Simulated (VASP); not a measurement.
# Ru (P6_3/mmc) in VASP: single point with PBE

Aim: the single point of Ru with PBE.

All numbers are computed with VASP 6.6.1; they aren't measurements. Logs are shortened: lines on timing, memory, paths and dates and some standing lists are left out, and cuts for length are marked.

## 1. The cell of the first run

It takes space group P6_3/mmc (No. 194, hexagonal). Conventional cell: a = 2.720 Å, b = 2.720 Å, c = 4.426 Å, α = 90.00°, β = 90.00°, γ = 120.00°. Ru (site symmetry -6m2) has 12 Ru at 2.71 to 2.72 Å within 3.6 Å.

## 2. Single point, PBE

Input file INCAR:

```
PREC = Accurate ; ENCUT = 500
EDIFF = 1E-6 ; ISMEAR = -5
SIGMA = 0.1 ; LREAL = F
LASPH = T ; NELM = 120
ALGO = Normal ; ISIF = 2
LWAVE = F ; LCHARG = F
GGA = PE ; NBANDS = 21
GGA_COMPAT = F
```

Input file KPOINTS:

```
Automatic mesh
0
Gamma
  30 30 15
```

Input file POSCAR:

```
Ru
1.0
    2.7199967399      0.0000000000      0.0000000000
   -1.3599983699      2.3555862750      0.0000000000
    0.0000000000      0.0000000000      4.4256738894
Ru
2
Direct
    0.3333333333      0.6666666667      0.2500000000
    0.6666666667      0.3333333333      0.7500000000
```

Potentials or basis: VASP PAW PBE potentials, release 64 (Ru_pv).

Started as:

```console
> cat potpaw_PBE.64/Ru_pv/POTCAR > POTCAR
> mpirun -np 1 vasp_std > vasp.out
```

OUTCAR:

```text
PREC = Accurate
   ENCUT = 500
   EDIFF = 1E-6
   ISMEAR = -5
   LREAL = F
   LASPH = T
   NELM = 120
   ISIF = 2
   GGA = PE

 ion  position               nearest neighbor table
   1  0.333  0.667  0.250-   2 2.71   2 2.71   2 2.71   2 2.71   2 2.71   2 2.71
   2  0.667  0.333  0.750-   1 2.71   1 2.71   1 2.71   1 2.71   1 2.71   1 2.71

  LATTYP: Found a hexagonal cell.
 ALAT       =     2.7199967399
 C/A-ratio  =     1.6270879389

  Lattice vectors:

 A1 = (   2.7199967399,   0.0000000000,   0.0000000000)
 A2 = (  -1.3599983699,   2.3555862750,   0.0000000000)
 A3 = (   0.0000000000,   0.0000000000,   4.4256738894)

Analysis of symmetry for initial positions (statically):
=====================================================================
 Subroutine PRICEL returns:
 Original cell was already a primitive cell.

 Routine SETGRP: Setting up the symmetry group for a
 hexagonal supercell.

 Subroutine GETGRP returns: Found 24 space group operations
 (whereof 12 operations were pure point group operations)
 out of a pool of 24 trial point group operations.

The static configuration has the point symmetry D_3d.
 The point group associated with its full space group is D_6h.

Analysis of symmetry for dynamics (positions and initial velocities):
=====================================================================
 Subroutine PRICEL returns:
 Original cell was already a primitive cell.

 Routine SETGRP: Setting up the symmetry group for a
 hexagonal supercell.

 Subroutine GETGRP returns: Found 24 space group operations
 (whereof 12 operations were pure point group operations)
 out of a pool of 24 trial point group operations.

The dynamic configuration has the point symmetry D_3d.
 The point group associated with its full space group is D_6h.

 Subroutine INISYM returns: Found 24 space group operations
 (whereof 12 operations are pure point group operations),
 and found     1 'primitive' translations

----------------------------------------------------------------------------------------

                                     Primitive cell

  volume of cell :      28.3561

  direct lattice vectors                    reciprocal lattice vectors
     2.719996740  0.000000000  0.000000000     0.367647499  0.212261383  0.000000000
    -1.359998370  2.355586275  0.000000000     0.000000000  0.424522766  0.000000000
     0.000000000  0.000000000  4.425673889     0.000000000  0.000000000  0.225954290

  length of vectors
     2.719996740  2.719996740  4.425673889     0.424522766  0.424522766  0.225954290

  position of ions in fractional coordinates (direct lattice)
     0.333333333  0.666666667  0.250000000
     0.666666667  0.333333333  0.750000000

  ion indices of the primitive-cell ions
   primitive index   ion index
                 1           1
                 2           2

----------------------------------------------------------------------------------------

 KPOINTS: Automatic mesh

Automatic generation of k-mesh.
 Grid dimensions read from file:
 generate k-points for:   30   30   15

 Generating k-lattice:

  Cartesian coordinates                     Fractional coordinates (reciprocal lattice)
     0.012254917  0.007075379  0.000000000     0.033333333  0.000000000  0.000000000
     0.000000000  0.014150759  0.000000000     0.000000000  0.033333333  0.000000000
     0.000000000  0.000000000  0.015063619     0.000000000  0.000000000  0.066666667

  Length of vectors
     0.014150759  0.014150759  0.015063619

  Shift w.r.t. Gamma in fractional coordinates (k-lattice)
     0.000000000  0.000000000  0.000000000

 TETIRR: Found  13224 inequivalent tetrahedra from    81000

 Subroutine IBZKPT returns following result:
 ===========================================

 Found    728 irreducible k-points:

 Following reciprocal coordinates:
            Coordinates               Weight
  0.000000  0.000000  0.000000      1.000000
  0.033333 -0.000000  0.000000      6.000000
  0.066667  0.000000  0.000000      6.000000
  0.100000 -0.000000  0.000000      6.000000
  0.133333 -0.000000  0.000000      6.000000
  0.166667  0.000000  0.000000      6.000000
[... 16 lines left out ...]
  0.233333  0.033333  0.000000     12.000000
  0.266667  0.033333  0.000000     12.000000
 [... further k-points ...]
   k-points           NKPTS =    728   k-points in BZ     NKDIM =    728   number of bands    NBANDS=     21
   number of dos      NEDOS =    301   number of ions     NIONS =      2
   total plane-waves  NPLWV =  12800
   dimension x,y,z NGX =    20 NGY =   20 NGZ =   32
   dimension x,y,z NGXF=    40 NGYF=   40 NGZF=   64
   ions per type =               2
   NGX,Y,Z   is equivalent  to a cutoff of  12.22, 12.22, 12.02 a.u.
   NGXF,Y,Z  is equivalent  to a cutoff of  24.45, 24.45, 24.04 a.u.
 SYSTEM =  unknown system
   PREC   = accura    normal or accurate (medium, high low for compatibility)
   ISTART =      0    job   : 0-new  1-cont  2-samecut
   ICHARG =      2    charge: 1-file 2-atom 10-const
   ISPIN  =      1    spin polarized calculation?
   LNONCOLLINEAR =      F non collinear calculations
   LSORBIT =      F    spin-orbit coupling
   LASPH  =      T    aspherical Exc in radial PAW
   ENCUT  =  500.0 eV  36.75 Ry    6.06 a.u.   4.96  4.96  8.07*2*pi/ulx,y,z
   NELM   =    120;   NELMIN=  2; NELMDL= -5     # of ELM steps
   EDIFF  = 0.1E-05   stopping-criterion for ELM
   LREAL  =      F    real-space projection
   EDIFFG = 0.1E-04   stopping-criterion for IOM
   NSW    =      0    number of steps for IOM
   IBRION =     -1    ionic relax: 0-MD 1-quasi-New 2-CG
   NFREE  =      0    steps in history (QN), initial steepest desc. (CG)
   ISIF   =      2    stress and relaxation
   ISYM   =      2    0-nonsym 1-usesym 2-fastsym
   POTIM  = 0.5000    time-step for ionic-motion
   TEBEG  =    0.0;   TEEND  =   0.0 temperature during run
   PSTRESS=    0.0 pullay stress
   NELECT =      28.0000    total number of electrons
   NUPDOWN=      -1.0000    fix difference up-down
   EMIN   =  10.00;   EMAX   =-10.00  energy-range for DOS
   EFERMI =   0.00;   METHOD = LEGACY
   ISMEAR =    -5;   SIGMA  =   0.10  broadening in eV -4-tet -1-fermi 0-gaus
   EFERMI_NEDOS =   21; number of points for ismear=-14 and -15
   IALGO  =     38    algorithm
   IMIX   =      4    mixing-type and parameters
     AMIX     =   0.40;   BMIX     =  1.00
     AMIX_MAG =   1.60;   BMIX_MAG =  1.00
  volume/ion in A,a.u.               =      14.18        95.68
  Fermi-wavevector in a.u.,A,eV,Ry     =   1.630216  3.080662 36.158915  2.657605
  Thomas-Fermi vector in A             =   2.722554
   LORBIT       =      0    0 simple, 1 ext, 2 COOP (PROOUT), +10 PAW based schemes
   GGA     = PE    functional components
   LHFCALC =     F    Hartree Fock is set to
   AEXX    =    0.0000 exact exchange contribution
   IVDW    =     0    specifies the selected vdW correction
   LEPSILON=     F    determine dielectric tensor
   LRPA    =     F    only Hartree local field effects (RPA)
 non-spin polarized calculation
 Fermi weights with tetrahedron method with Bloechl corrections
  energy-cutoff  :      500.00
  volume of cell :       28.36
 maximum number of plane-waves:       756
 NGX is ok and might be reduce to    20
   NGX =  9   NGY =  9   NGZ = 17

 number of electron      28.0000004 magnetization

 Free energy of the ion-electron system (eV)
  ---------------------------------------------------
  ext. energy  EPLUGINS =         0.00000000
  ---------------------------------------------------
  free energy    TOTEN  =       -18.41984309 eV

  energy without entropy =      -18.41984309  energy(sigma->0) =      -18.41984309

 E-fermi :  12.0664     XC(G=0): -13.8537

 val. band max:       12.0920123189   @ k =   0.0333  -0.0000   0.1333
 cond. band min:      12.0536473231   @ k =   0.2667   0.2333   0.1333
 fundamental gap:     -0.0383649958
 Fermi energy:        12.0664213743

 k-point     1 :       0.0000    0.0000    0.0000
  band No.  band energies     occupation
      1     -31.3906      2.00000
      2     -30.5884      2.00000
      3     -30.5884      2.00000
      4     -30.4612      2.00000
      5     -30.4606      2.00000
      6     -30.4606      2.00000
[... 13 lines left out ...]
     20      22.5359      0.00000
     21      22.5387      0.00000

 k-point     2 :       0.0333   -0.0000    0.0000
  band No.  band energies     occupation
      1     -31.3873      2.00000
      2     -30.5961      2.00000
      3     -30.5908      2.00000
      4     -30.4686      2.00000
      5     -30.4625      2.00000
      6     -30.4618      2.00000
[... 13 lines left out ...]
     20      22.5359      0.00000
     21      22.5387      0.00000

 k-point     3 :       0.0667    0.0000    0.0000
  band No.  band energies     occupation
      1     -31.3776      2.00000
      2     -30.6189      2.00000
      3     -30.5981      2.00000
      4     -30.4922      2.00000
      5     -30.4663      2.00000
      6     -30.4653      2.00000
[... 13 lines left out ...]
     20      22.5359      0.00000
     21      22.5386      0.00000

 k-point     4 :       0.1000   -0.0000    0.0000
  band No.  band energies     occupation
      1     -31.3616      2.00000
      2     -30.6558      2.00000
      3     -30.6098      2.00000
      4     -30.5302      2.00000
      5     -30.4727      2.00000
      6     -30.4712      2.00000
[... 13 lines left out ...]
     20      22.5359      0.00000
     21      22.5385      0.00000

 k-point     5 :       0.1333   -0.0000    0.0000
  band No.  band energies     occupation
      1     -31.3398      2.00000
      2     -30.7051      2.00000
      3     -30.6252      2.00000
      4     -30.5805      2.00000
      5     -30.4817      2.00000
      6     -30.4792      2.00000
[... 13 lines left out ...]
     20      22.5358      0.00000
     21      22.5383      0.00000
[... 382 lines left out ...]
     20      22.5359      0.00000
     21      22.5381      0.00000

 k-point    22 :       0.2000    0.0333    0.0000
  band No.  band energies     occupation
      1     -31.2610      2.00000
      2     -30.8686      2.00000
      3     -30.7525      2.00000
      4     -30.6709      2.00000
      5     -30.5169      2.00000
      6     -30.5103      2.00000
[... 13 lines left out ...]
     20      22.5359      0.00000
     21      22.5379      0.00000

 k-point    23 :       0.2333    0.0333    0.0000
  band No.  band energies     occupation
      1     -31.2235      2.00000
      2     -30.9412      2.00000
      3     -30.8205      2.00000
      4     -30.6953      2.00000
      5     -30.5352      2.00000
      6     -30.5234      2.00000
[... 13 lines left out ...]
     20      22.5358      0.00000
     21      22.5376      0.00000

 k-point    24 :       0.2667    0.0333    0.0000
  band No.  band energies     occupation
      1     -31.1836      2.00000
      2     -31.0138      2.00000
      3     -30.8887      2.00000
      4     -30.7184      2.00000
      5     -30.5560      2.00000
      6     -30.5367      2.00000
[... 13 lines left out ...]
     20      22.5358      0.00000
     21      22.5372      0.00000

 [... further k-points ...]

------------------------ aborting loop because EDIFF is reached ----------------------------------------

  FORCE on cell =-STRESS in cart. coord.  units (eV):
  Direction    XX          YY          ZZ          XY          YZ          ZX
  --------------------------------------------------------------------------------------
  -------------------------------------------------------------------------------------
  Total       -0.7614600     -0.7614600     -3.1220312     -0.0000000     -0.0000000      0.0000000
  in kB      -43.0240079    -43.0240079   -176.4009890     -0.0000000     -0.0000000      0.0000000
  external PRESSURE =     -87.4830016 kB  Pullay stress =       0.0000000 kB

 VOLUME and BASIS-vectors are now :
 -----------------------------------------------------------------------------
  energy-cutoff  :      500.00
  volume of cell :       28.36
      direct lattice vectors                 reciprocal lattice vectors
     2.719996740  0.000000000  0.000000000     0.367647499  0.212261383  0.000000000
    -1.359998370  2.355586275  0.000000000     0.000000000  0.424522766  0.000000000
     0.000000000  0.000000000  4.425673889     0.000000000  0.000000000  0.225954290

 POSITION                                       TOTAL-FORCE (eV/Angst)
 -----------------------------------------------------------------------------------
     -0.00000      1.57039      1.10642        -0.000000      0.000000      0.000000
      1.36000      0.78520      3.31926         0.000000     -0.000000      0.000000
 -----------------------------------------------------------------------------------
    total drift:                               -0.000000      0.000000     -0.000000

  FREE ENERGIE OF THE ION-ELECTRON SYSTEM (eV)
  ---------------------------------------------------
  free  energy   TOTEN  =       -18.4198430882 eV

  energy  without entropy=      -18.4198430882  energy(sigma->0) =      -18.41984309
```

Wall time 8.1 min (1 thread of Intel Xeon 8259CL, shared host); peak memory 0.46 GiB.

What came out:

```yaml
Free_energy: -18.4198 eV
Pressure: -8.7 GPa
Band_gap_on_the_k_mesh: zero (bands 14 and 15 overlap by 3.00 eV)
```

Caveat: the stress differs along the axes, from -18 to -4 GPa; tetrahedron occupations give inexact forces and stress in metals.
